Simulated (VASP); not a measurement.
# Sn5PbSe6 (P4/mmm) in VASP: single point with PBE

Aim: the single point of Sn5PbSe6 with PBE.

Everything below comes from runs of VASP 6.6.1. Logs are shortened: lines on timing, memory, paths and dates and some standing lists are left out, and cuts for length are marked.

**1. The cell of the first run**

Symmetry: P4/mmm, No. 123, tetragonal system. Conventional cell: a = 4.315 Å, b = 4.315 Å, c = 18.307 Å, α = 90.00°, β = 90.00°, γ = 90.00°. Sn (site symmetry 4mm) has 6 Se at 3.05 Å within 4.0 Å. Sn (site symmetry 4mm) has 6 Se at 3.05 Å within 4.0 Å. Within 4.0 Å of Sn (site symmetry 4/mmm) lie 6 Se at 3.05 Å. Pb (site symmetry 4/mmm) has 6 Se at 3.05 Å within 4.0 Å. Se (site symmetry 4mm) has 5 Sn at 3.05 Å and 1 Pb at 3.05 Å within 4.0 Å. Se (site symmetry 4/mmm) has 4 Pb at 3.05 Å and 2 Sn at 3.05 Å within 4.0 Å. Within 4.0 Å of Se (site symmetry 4mm) lie 6 Sn at 3.05 Å. Se (site symmetry 4/mmm) has 6 Sn at 3.05 Å within 4.0 Å.

**2. Single point, PBE**

Contents of INCAR:

```
PREC = Accurate
ENCUT = 520
EDIFF = 1E-6
ISMEAR = 0
SIGMA = 0.1
LREAL = F
LASPH = T
NELM = 80
ALGO = Normal
ISIF = 2
LWAVE = F
LCHARG = F
GGA = PE
NBANDS = 72
```

Contents of KPOINTS:

```
Automatic mesh
0
Gamma
  4 4 1
```

Contents of POSCAR:

```
Sn5PbSe6
1.0
    4.3151051300      0.0000000000      0.0000000000
    0.0000000000      4.3151051300      0.0000000000
    0.0000000000      0.0000000000     18.3074405900
Sn Pb Se
5 1 6
Direct
    0.0000000000      0.0000000000      0.8333333300
    0.5000000000      0.5000000000      0.6666666700
    0.5000000000      0.5000000000      0.3333333300
    0.0000000000      0.0000000000      0.1666666700
    0.5000000000      0.5000000000      0.0000000000
    0.0000000000      0.0000000000      0.5000000000
    0.0000000000      0.0000000000      0.6666666700
    0.5000000000      0.5000000000      0.5000000000
    0.0000000000      0.0000000000      0.3333333300
    0.5000000000      0.5000000000      0.1666666700
    0.0000000000      0.0000000000      0.0000000000
    0.5000000000      0.5000000000      0.8333333300
```

Potentials or basis: VASP PAW PBE potentials, release 64 (Sn_d, Pb_d, Se).

On the command line:

```console
> cat potpaw_PBE.64/Sn_d/POTCAR potpaw_PBE.64/Pb_d/POTCAR potpaw_PBE.64/Se/POTCAR > POTCAR
> mpirun -np 1 vasp_std > vasp.out
```

OUTCAR:

```text
PREC = Accurate
   ENCUT = 520
   EDIFF = 1E-6
   ISMEAR = 0
   LREAL = F
   LASPH = T
   NELM = 80
   ISIF = 2
   GGA = PE

 ion  position               nearest neighbor table
   1  0.000  0.000  0.833-   7 3.05  12 3.05  12 3.05  12 3.05  12 3.05  11 3.05
   2  0.500  0.500  0.667-  12 3.05   7 3.05   7 3.05   7 3.05   7 3.05   8 3.05
   3  0.500  0.500  0.333-  10 3.05   9 3.05   9 3.05   9 3.05   9 3.05   8 3.05
   4  0.000  0.000  0.167-   9 3.05  10 3.05  10 3.05  10 3.05  10 3.05  11 3.05
   5  0.500  0.500  0.000-  11 3.05  11 3.05  11 3.05  11 3.05  12 3.05  10 3.05
   6  0.000  0.000  0.500-   8 3.05   8 3.05   8 3.05   8 3.05   9 3.05   7 3.05
   7  0.000  0.000  0.667-   1 3.05   2 3.05   2 3.05   2 3.05   2 3.05   6 3.05
   8  0.500  0.500  0.500-   6 3.05   6 3.05   6 3.05   6 3.05   2 3.05   3 3.05
   9  0.000  0.000  0.333-   4 3.05   3 3.05   3 3.05   3 3.05   3 3.05   6 3.05
  10  0.500  0.500  0.167-   3 3.05   4 3.05   4 3.05   4 3.05   4 3.05   5 3.05
  11  0.000  0.000  0.000-   5 3.05   5 3.05   5 3.05   5 3.05   1 3.05   4 3.05
  12  0.500  0.500  0.833-   2 3.05   1 3.05   1 3.05   1 3.05   1 3.05   5 3.05

  LATTYP: Found a simple tetragonal cell.
 ALAT       =     4.3151051300
 C/A-ratio  =     4.2426406863

  Lattice vectors:

 A1 = (   4.3151051300,   0.0000000000,   0.0000000000)
 A2 = (   0.0000000000,   4.3151051300,   0.0000000000)
 A3 = (   0.0000000000,   0.0000000000,  18.3074405900)

Analysis of symmetry for initial positions (statically):
=====================================================================
 Subroutine PRICEL returns:
 Original cell was already a primitive cell.

 Routine SETGRP: Setting up the symmetry group for a
 simple tetragonal supercell.

 Subroutine GETGRP returns: Found 16 space group operations
 (whereof 16 operations were pure point group operations)
 out of a pool of 16 trial point group operations.

The static configuration has the point symmetry D_4h.

Analysis of symmetry for dynamics (positions and initial velocities):
=====================================================================
 Subroutine PRICEL returns:
 Original cell was already a primitive cell.

 Routine SETGRP: Setting up the symmetry group for a
 simple tetragonal supercell.

 Subroutine GETGRP returns: Found 16 space group operations
 (whereof 16 operations were pure point group operations)
 out of a pool of 16 trial point group operations.

The dynamic configuration has the point symmetry D_4h.

 Subroutine INISYM returns: Found 16 space group operations
 (whereof 16 operations are pure point group operations),
 and found     1 'primitive' translations

----------------------------------------------------------------------------------------

                                     Primitive cell

  volume of cell :     340.8870

  direct lattice vectors                    reciprocal lattice vectors
     4.315105130  0.000000000  0.000000000     0.231744064  0.000000000  0.000000000
     0.000000000  4.315105130  0.000000000     0.000000000  0.231744064  0.000000000
     0.000000000  0.000000000 18.307440590     0.000000000  0.000000000  0.054622600

  length of vectors
     4.315105130  4.315105130 18.307440590     0.231744064  0.231744064  0.054622600

  position of ions in fractional coordinates (direct lattice)
     0.000000000  0.000000000  0.833333330
     0.500000000  0.500000000  0.666666670
     0.500000000  0.500000000  0.333333330
     0.000000000  0.000000000  0.166666670
     0.500000000  0.500000000  0.000000000
     0.000000000  0.000000000  0.500000000
     0.000000000  0.000000000  0.666666670
     0.500000000  0.500000000  0.500000000
     0.000000000  0.000000000  0.333333330
     0.500000000  0.500000000  0.166666670
     0.000000000  0.000000000  0.000000000
     0.500000000  0.500000000  0.833333330

  ion indices of the primitive-cell ions
   primitive index   ion index
                 1           1
                 2           2
                 3           3
                 4           4
                 5           5
                 6           6
                 7           7
                 8           8
                 9           9
                10          10
                11          11
                12          12

----------------------------------------------------------------------------------------

 KPOINTS: Automatic mesh

Automatic generation of k-mesh.
 Grid dimensions read from file:
 generate k-points for:    4    4    1

 Generating k-lattice:

  Cartesian coordinates                     Fractional coordinates (reciprocal lattice)
     0.057936016  0.000000000  0.000000000     0.250000000  0.000000000  0.000000000
     0.000000000  0.057936016  0.000000000     0.000000000  0.250000000  0.000000000
     0.000000000  0.000000000  0.054622600     0.000000000  0.000000000  1.000000000

  Length of vectors
     0.057936016  0.057936016  0.054622600

  Shift w.r.t. Gamma in fractional coordinates (k-lattice)
     0.000000000  0.000000000  0.000000000

 Subroutine IBZKPT returns following result:
 ===========================================

 Found      6 irreducible k-points:

 Following reciprocal coordinates:
            Coordinates               Weight
  0.000000  0.000000  0.000000      1.000000
  0.250000  0.000000  0.000000      4.000000
  0.500000  0.000000  0.000000      2.000000
  0.250000  0.250000  0.000000      4.000000
  0.500000  0.250000  0.000000      4.000000
  0.500000  0.500000  0.000000      1.000000
   k-points           NKPTS =      6   k-points in BZ     NKDIM =      6   number of bands    NBANDS=     72
   number of dos      NEDOS =    301   number of ions     NIONS =     12
   total plane-waves  NPLWV = 143360
   dimension x,y,z NGX =    32 NGY =   32 NGZ =  140
   dimension x,y,z NGXF=    64 NGYF=   64 NGZF=  280
   ions per type =               5   1   6
   NGX,Y,Z   is equivalent  to a cutoff of  12.33, 12.33, 12.71 a.u.
   NGXF,Y,Z  is equivalent  to a cutoff of  24.66, 24.66, 25.43 a.u.
 SYSTEM =  unknown system
   PREC   = accura    normal or accurate (medium, high low for compatibility)
   ISTART =      0    job   : 0-new  1-cont  2-samecut
   ICHARG =      2    charge: 1-file 2-atom 10-const
   ISPIN  =      1    spin polarized calculation?
   LNONCOLLINEAR =      F non collinear calculations
   LSORBIT =      F    spin-orbit coupling
   LASPH  =      T    aspherical Exc in radial PAW
   ENCUT  =  520.0 eV  38.22 Ry    6.18 a.u.   8.02  8.02 34.04*2*pi/ulx,y,z
   NELM   =     80;   NELMIN=  2; NELMDL= -5     # of ELM steps
   EDIFF  = 0.1E-05   stopping-criterion for ELM
   LREAL  =      F    real-space projection
[... 7 lines left out ...]
   TEBEG  =    0.0;   TEEND  =   0.0 temperature during run
   PSTRESS=    0.0 pullay stress
   NELECT =     120.0000    total number of electrons
   NUPDOWN=      -1.0000    fix difference up-down
   EMIN   =  10.00;   EMAX   =-10.00  energy-range for DOS
   EFERMI =   0.00;   METHOD = LEGACY
   ISMEAR =     0;   SIGMA  =   0.10  broadening in eV -4-tet -1-fermi 0-gaus
   EFERMI_NEDOS =   21; number of points for ismear=-14 and -15
   IALGO  =     38    algorithm
   IMIX   =      4    mixing-type and parameters
     AMIX     =   0.40;   BMIX     =  1.00
     AMIX_MAG =   1.60;   BMIX_MAG =  1.00
  volume/ion in A,a.u.               =      28.41       191.70
  Fermi-wavevector in a.u.,A,eV,Ry     =   1.155931  2.184392 18.179774  1.336176
  Thomas-Fermi vector in A             =   2.292555
   LORBIT       =      0    0 simple, 1 ext, 2 COOP (PROOUT), +10 PAW based schemes
   GGA     = PE    functional components
   LHFCALC =     F    Hartree Fock is set to
   AEXX    =    0.0000 exact exchange contribution
   IVDW    =     0    specifies the selected vdW correction
   LEPSILON=     F    determine dielectric tensor
   LRPA    =     F    only Hartree local field effects (RPA)
 non-spin polarized calculation
 Gauss-broadening in eV      SIGMA  =   0.10
  energy-cutoff  :      520.00
  volume of cell :      340.89
 maximum number of plane-waves:      9218
   NGX = 17   NGY = 17   NGZ = 69

 number of electron     120.0000043 magnetization

 Free energy of the ion-electron system (eV)
  ---------------------------------------------------
  ext. energy  EPLUGINS =         0.00000000
  ---------------------------------------------------
  free energy    TOTEN  =       -49.38699311 eV

  energy without entropy =      -49.38691796  energy(sigma->0) =      -49.38695554

 E-fermi :   5.3173     XC(G=0):  -9.4397

 val. band max:        5.0692079424   @ k =   0.5000   0.0000   0.0000
 cond. band min:       5.5643121807   @ k =   0.5000   0.0000   0.0000
 fundamental gap:      0.4951042383
 Fermi energy:         5.3173302495

 k-point     1 :       0.0000    0.0000    0.0000
  band No.  band energies     occupation
      1     -16.4505      2.00000
      2     -16.4501      2.00000
      3     -16.4485      2.00000
      4     -16.4441      2.00000
      5     -16.4420      2.00000
      6     -16.4415      2.00000
[... 64 lines left out ...]
     71       9.3229      0.00000
     72       9.4407      0.00000

 k-point     2 :       0.2500    0.0000    0.0000
  band No.  band energies     occupation
      1     -16.4476      2.00000
      2     -16.4469      2.00000
      3     -16.4447      2.00000
      4     -16.4446      2.00000
      5     -16.4418      2.00000
      6     -16.4395      2.00000
[... 64 lines left out ...]
     71       8.1658      0.00000
     72       8.3290      0.00000

 k-point     3 :       0.5000    0.0000    0.0000
  band No.  band energies     occupation
      1     -16.4482      2.00000
      2     -16.4474      2.00000
      3     -16.4452      2.00000
      4     -16.4449      2.00000
      5     -16.4423      2.00000
      6     -16.4398      2.00000
[... 64 lines left out ...]
     71       6.8967      0.00000
     72       7.0631      0.00000

 k-point     4 :       0.2500    0.2500    0.0000
  band No.  band energies     occupation
      1     -16.4502      2.00000
      2     -16.4497      2.00000
      3     -16.4455      2.00000
      4     -16.4425      2.00000
      5     -16.4419      2.00000
      6     -16.4416      2.00000
[... 64 lines left out ...]
     71       9.1277      0.00000
     72       9.1557      0.00000

 k-point     5 :       0.5000    0.2500    0.0000
  band No.  band energies     occupation
      1     -16.4551      2.00000
      2     -16.4542      2.00000
      3     -16.4495      2.00000
      4     -16.4466      2.00000
      5     -16.4458      2.00000
      6     -16.4383      2.00000
[... 64 lines left out ...]
     71       9.0229      0.00000
     72       9.0306      0.00000

 k-point     6 :       0.5000    0.5000    0.0000
  band No.  band energies     occupation
      1     -16.4619      2.00000
      2     -16.4600      2.00000
      3     -16.4561      2.00000
      4     -16.4523      2.00000
      5     -16.4508      2.00000
      6     -16.4393      2.00000
[... 64 lines left out ...]
     71      10.3176      0.00000
     72      10.3458      0.00000

------------------------ aborting loop because EDIFF is reached ----------------------------------------

  FORCE on cell =-STRESS in cart. coord.  units (eV):
  Direction    XX          YY          ZZ          XY          YZ          ZX
  --------------------------------------------------------------------------------------
  -------------------------------------------------------------------------------------
  Total        0.9203538      0.9203538     -4.3494372      0.0000000      0.0000000      0.0000000
  in kB        4.3256862      4.3256862    -20.4424643      0.0000000      0.0000000      0.0000000
  external PRESSURE =      -3.9303640 kB  Pullay stress =       0.0000000 kB

 VOLUME and BASIS-vectors are now :
 -----------------------------------------------------------------------------
  energy-cutoff  :      520.00
  volume of cell :      340.89
      direct lattice vectors                 reciprocal lattice vectors
     4.315105130  0.000000000  0.000000000     0.231744064  0.000000000  0.000000000
     0.000000000  4.315105130  0.000000000     0.000000000  0.231744064  0.000000000
     0.000000000  0.000000000 18.307440590     0.000000000  0.000000000  0.054622600

 POSITION                                       TOTAL-FORCE (eV/Angst)
 -----------------------------------------------------------------------------------
      0.00000      0.00000     15.25620        -0.000000     -0.000000     -0.005610
      2.15755      2.15755     12.20496        -0.000000     -0.000000      0.020073
      2.15755      2.15755      6.10248         0.000000      0.000000     -0.020073
      0.00000      0.00000      3.05124        -0.000000     -0.000000      0.005610
      2.15755      2.15755      0.00000        -0.000000     -0.000000      0.000000
      0.00000      0.00000      9.15372        -0.000000     -0.000000      0.000000
      0.00000      0.00000     12.20496        -0.000000     -0.000000      0.212144
      2.15755      2.15755      9.15372        -0.000000     -0.000000      0.000000
      0.00000      0.00000      6.10248        -0.000000     -0.000000     -0.212144
      2.15755      2.15755      3.05124         0.000000      0.000000      0.002327
      0.00000      0.00000      0.00000        -0.000000     -0.000000      0.000000
      2.15755      2.15755     15.25620        -0.000000      0.000000     -0.002327
 -----------------------------------------------------------------------------------
    total drift:                                0.000000     -0.000000      0.000000

  FREE ENERGIE OF THE ION-ELECTRON SYSTEM (eV)
  ---------------------------------------------------
  free  energy   TOTEN  =       -49.3869931145 eV

  energy  without entropy=      -49.3869179571  energy(sigma->0) =      -49.38695554
```

It took 5.3 min on 1 thread of Intel Xeon 8259CL, shared host; peak memory 0.45 GiB.

Results:

```yaml
Free_energy: -49.3870 eV
Pressure: -0.4 GPa
Largest_force: 0.212 eV/Å
Band_gap_on_the_k_mesh: 0.50 eV
```

Forces in eV/Å, atoms in the order of the input:
```
Sn   0.000  0.000 -0.006
Sn   0.000  0.000  0.020
Sn   0.000  0.000 -0.020
Sn   0.000  0.000  0.006
Sn   0.000  0.000  0.000
Pb   0.000  0.000  0.000
Se   0.000  0.000  0.212
Se   0.000  0.000  0.000
Se   0.000  0.000 -0.212
Se   0.000  0.000  0.002
Se   0.000  0.000  0.000
Se   0.000  0.000 -0.002
```

Stress tensor (GPa, compression positive):
```
 0.43  0.00  0.00
 0.00  0.43  0.00
 0.00  0.00 -2.04
```

Caveat: spin-orbit coupling is left out, which moves the levels of the heavy elements; an odd mesh through Γ misses points on the zone boundary, where band edges can lie.
